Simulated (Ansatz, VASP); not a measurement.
TaN: VASP beside Ansatz

File INCAR:

```
SYSTEM = TaN
ALGO = Normal
EDIFF = 1E-6
ENCUT = 520
GGA = PS
ISIF = 2
ISMEAR = 0
LASPH = .TRUE.
LCHARG = .FALSE.
LREAL = .FALSE.
LWAVE = .FALSE.
NBANDS = 15
NELM = 80
PREC = Accurate
SIGMA = 0.15
```

Contents of KPOINTS:

```
k-points
0
G
  24 24 24
  0 0 0
```

The input POSCAR:

```
TaN
1.0
    2.8325538785      0.0000000000      0.0000000000
   -1.4162769393      2.4530636163      0.0000000000
    0.0000000000      0.0000000000      3.0590537972
Ta N
1 1
Direct
    0.3333333333      0.6666666667      0.5000000000
    0.0000000000      0.0000000000      0.0000000000
```

Input for Ansatz:

```yaml
crystal:
  lattice:
    - [2.8325538785, 0.0, 0.0]
    - [-1.4162769393, 2.4530636163, 0.0]
    - [0.0, 0.0, 3.0590537972]
  atoms:
    - { symbol: Ta, position: [0.3333333333, 0.6666666667, 0.5] }
    - { symbol: "N", position: [0.0, 0.0, 0.0] }
basis:
  ecutwfc: 420
kpoints:
  mp_grid: { grid: [24, 24, 24] }
hamiltonian:
  xc: pbesol
scf:
  occupations: { method: gaussian, width: 0.15 }
output:
  forces: true
  stress: true
  eigenvalues: true
```

Alike in both runs: task single point; functional PBEsol; k mesh 24 × 24 × 24; occupations gaussian, width 0.15 eV; no spin polarisation.

```csv
,VASP,Ansatz
version,VASP 6.6.1,Ansatz 0.2.0
potentials or method,"VASP PAW PBE potentials, release 64 (Ta_pv, N), cutoff 520 eV","scalar-relativistic, plane waves, PAW"
valence electrons in the cell,16,18
```

```tsv
	VASP	Ansatz	Ansatz less VASP
gap on the k mesh at the Fermi level (eV)	none	none	-
pressure (GPa)	0.0	-0.8	-0.82
traceless stress, the component that is largest in VASP (GPa)	-40.58	-40.69	-0.105
```

VASP's potentials were made for PBE, not for PBEsol. A gap of «none» marks a metal or a gap that the smearing closes. With one functional, cell and mesh, what is left measures potentials, basis and numerics. VASP's potentials hold 16 valence electrons a cell and Ansatz's 18, so a difference there can come from the potentials and not from the codes.

Spin-orbit coupling is off throughout.
